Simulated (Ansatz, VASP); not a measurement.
**BaTe in VASP and in Ansatz**

File POSCAR:

```
BaTe
1.0
    0.0000000000      3.5549890287      3.5549890287
    3.5549890287      0.0000000000      3.5549890287
    3.5549890287      3.5549890287      0.0000000000
Ba Te
1 1
Direct
    0.5000000000      0.5000000000      0.5000000000
    0.0000000000      0.0000000000      0.0000000000
```

File INCAR.step1:

```
SYSTEM = BaTe
PREC = Accurate ; ENCUT = 520
ISMEAR = 0 ; SIGMA = 0.05
LREAL = .False. ; LASPH = .True.
NELM = 100 ; NBANDS = 15
GGA = PE ; ALGO = Normal
EDIFF = 1E-4 ; LWAVE = .True.
LCHARG = .False.
```

INCAR.step2

```
SYSTEM = BaTe
PREC = Accurate ; ENCUT = 520
EDIFF = 1E-6 ; ISMEAR = 0
SIGMA = 0.05 ; LREAL = .False.
LASPH = .True. ; NELM = 100
ALGO = Normal ; ISIF = 2
LWAVE = .False. ; LCHARG = .False.
METAGGA = R2SCAN ; LMIXTAU = .True.
NBANDS = 15 ; ISTART = 1
```

KPOINTS

```
regular mesh
0
Gamma
  6 6 6
  0 0 0
```

Input for Ansatz:

```yaml
crystal:
  lattice:
    - [0.0, 3.5549890287, 3.5549890287]
    - [3.5549890287, 0.0, 3.5549890287]
    - [3.5549890287, 3.5549890287, 0.0]
  atoms:
    - { symbol: Ba, position: [0.5, 0.5, 0.5] }
    - { symbol: Te, position: [0.0, 0.0, 0.0] }
basis:
  ecutwfc: 500
  ecutrho_ratio: 4
kpoints:
  mp_grid: { grid: [6, 6, 6] }
hamiltonian:
  xc: r2scan
scf:
  occupations: { method: gaussian, width: 0.05 }
output:
  forces: true
  stress: true
  eigenvalues: true
```

Alike in both runs: task single point; functional r2SCAN; k mesh 6 × 6 × 6; occupations gaussian, width 0.05 eV; no spin polarisation.

```csv
,VASP,Ansatz
version,VASP 6.6.1,Ansatz 0.2.0
potentials or method,"VASP PAW PBE potentials, release 64 (Ba_sv, Te), cutoff 520 eV","scalar-relativistic, plane waves, PAW"
valence electrons in the cell,16,26
```

|  | VASP | Ansatz | Ansatz less VASP |
| --- | --- | --- | --- |
| gap on the k mesh at the Fermi level (eV) | 1.97 | 2.04 | +0.069 |
| least direct gap on the mesh (eV) | 2.36 | 2.40 | +0.043 |
| pressure (GPa) | -0.3 | -0.6 | -0.29 |

VASP's potentials were made for PBE, not for r2SCAN. VASP's potentials hold 16 valence electrons a cell and Ansatz's 26, so a difference there can come from the potentials and not from the codes.

Spin-orbit coupling is off throughout.
